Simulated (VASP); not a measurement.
A run of VASP 6.6.1:

The input INCAR:

```
SYSTEM = ZrB
PREC     = Accurate       ! precision mode
ENCUT    = 600            ! plane-wave cutoff, eV
EDIFF    = 1E-6           ! SCF threshold, eV
ISMEAR   = -1             ! smearing method
SIGMA    = 0.1            ! smearing width, eV
LREAL    = .False.        ! projectors in reciprocal space
LASPH    = .True.         ! aspherical terms in the spheres
NELM     = 60             ! most SCF steps
ALGO     = Normal         ! electronic algorithm
ISIF     = 3              ! what is computed and relaxed
LWAVE    = .False.        ! write WAVECAR
LCHARG   = .False.        ! write CHGCAR
GGA      = PE             ! functional
IBRION   = 2              ! ionic algorithm
NSW      = 60             ! ionic steps
EDIFFG   = -0.03          ! ionic threshold
PSTRESS  = 300.0
```

KPOINTS

```
Automatic mesh
0
Gamma
  9 9 9
  0 0 0
```

POSCAR

```
ZrB
1.0
    0.0000000000      2.4550000000      2.4550000000
    2.4550000000      0.0000000000      2.4550000000
    2.4550000000      2.4550000000      0.0000000000
Zr B
1 1
Direct
    0.0000000000      0.0000000000      0.0000000000
    0.5000000000      0.5000000000      0.5000000000
```

Potentials or basis: VASP PAW PBE potentials, release 64 (Zr_sv, B).

Command:

```console
$ cat potpaw_PBE.64/Zr_sv/POTCAR potpaw_PBE.64/B/POTCAR > POTCAR
$ mpirun -np 1 vasp_std > vasp.out
```

Hardware: 1 thread of Intel(R) Xeon(R) Platinum 8488C (Sapphire Rapids) (shared host).

Task: How long does it take, and how much memory?

Result: Wall time 59 s on 1 thread of Intel(R) Xeon(R) Platinum 8488C (Sapphire Rapids), on a shared host, peak memory 0.17 GiB. Counts: scf iterations 49, k points 35, ion steps 5.
